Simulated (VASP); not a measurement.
TiSi16 (a cell with a defect): single point with PBE+D3(BJ)

Crystal: TiSi16 (a cell with a defect).

```
CELL_PARAMETERS angstrom
0.00000 5.43000 5.43000
5.43000 0.00000 5.43000
5.43000 5.43000 0.00000
ATOMIC_POSITIONS crystal
Si 0.05398 0.98287 0.98146
Si 0.13742 0.12672 0.12535
Si 0.98705 0.01516 0.49878
Si 0.13740 0.12672 0.61029
Si 0.98690 0.50015 0.01390
Si 0.13729 0.61173 0.12537
Si 0.98701 0.50014 0.49879
Si 0.07037 0.64401 0.64272
Si 0.50871 0.01281 0.01153
Si 0.67791 0.10831 0.10697
Si 0.50871 0.01273 0.46722
Si 0.61576 0.15854 0.61291
Si 0.50857 0.46849 0.01152
Si 0.61560 0.61420 0.15739
Si 0.44644 0.51870 0.51754
Si 0.61570 0.61424 0.61299
Ti 0.56218 0.81349 0.81223
```

| Quantity | Value |
| --- | --- |
| Program | VASP 6.6.1 |
| Task | single point |
| Functional | PBE |
| Dispersion | D3(BJ) |
| Potentials or basis | VASP PAW PBE potentials, release 64 (Si, Ti_sv) |
| Cutoff | 520 eV |
| k mesh | 2 × 2 × 2 |
| Occupations | fermi-dirac, width 0.02 eV |
| Spin | no spin polarisation |
| Dipole correction | no |
| Further INCAR settings | LREAL = Auto; ALGO = Normal; EDIFF = 1e-06; NBANDS = 52 |

The pressure is 2.6 GPa, the largest force is 0.016 eV/Å and the band gap on the k mesh is zero (band 38 reaches 6.91 eV, above the bottom of band 39 at 6.72 eV). The dispersion energy per atom is -0.343 eV.

Forces on the atoms (eV/Å):
```
Si   0.003 -0.003 -0.003
Si  -0.001 -0.002 -0.002
Si  -0.001  0.002 -0.002
Si   0.004  0.002 -0.002
Si  -0.001 -0.002  0.003
Si   0.003 -0.002  0.003
Si   0.003  0.004  0.003
Si  -0.003  0.003  0.003
Si  -0.005 -0.006 -0.005
Si   0.013 -0.006 -0.006
Si  -0.002 -0.007  0.004
Si  -0.001  0.003  0.000
Si   0.000  0.001 -0.004
Si  -0.004 -0.003  0.005
Si  -0.005  0.011  0.010
Si  -0.009 -0.005 -0.004
Ti   0.003  0.010 -0.002
```

Stress tensor (GPa, compression positive):
```
 2.63  1.00  1.00
 1.00  2.63 -1.00
 1.00 -1.00  2.63
```

Levels at points of the mesh, in eV from the Fermi level:
```
           k point  band 33  band 34  band 35  band 36  band 37  band 38  band 39  band 40  band 41  band 42
(0.00, 0.00, 0.00)    -1.43    -1.26    -1.26    -0.79    -0.25    -0.25    -0.18    -0.17    -0.17    -0.03
(0.50, 0.00, 0.00)    -2.29    -2.29    -1.34    -1.34    -0.27    -0.27     0.25     0.41     0.81     0.81
(0.00, 0.50, 0.00)    -1.74    -1.45    -1.44    -1.06    -0.78     0.01     0.38     0.62     0.63     0.83
(0.00, 0.00, 0.50)    -1.74    -1.45    -1.44    -1.06    -0.78     0.01     0.38     0.62     0.63     0.83
(0.50, 0.50, 0.50)    -1.74    -1.45    -1.44    -1.06    -0.78     0.01     0.38     0.62     0.63     0.83
(0.50, 0.50, 0.00)    -2.18    -2.13    -1.78    -1.57    -0.20     0.01     0.26     0.54     0.80     1.01
(0.00, 0.50, 0.50)    -2.18    -2.13    -1.78    -1.57    -0.20     0.01     0.26     0.54     0.80     1.01
(0.50, 0.00, 0.50)    -2.18    -2.13    -1.78    -1.57    -0.20     0.01     0.26     0.54     0.80     1.01
```

Run time: 2.4 min on 1 thread of Intel(R) Xeon(R) 6975P-C (Granite Rapids) (shared host), peak memory 0.5 GiB.

Caveat: the k points lie up to 0.50 Å⁻¹ apart.
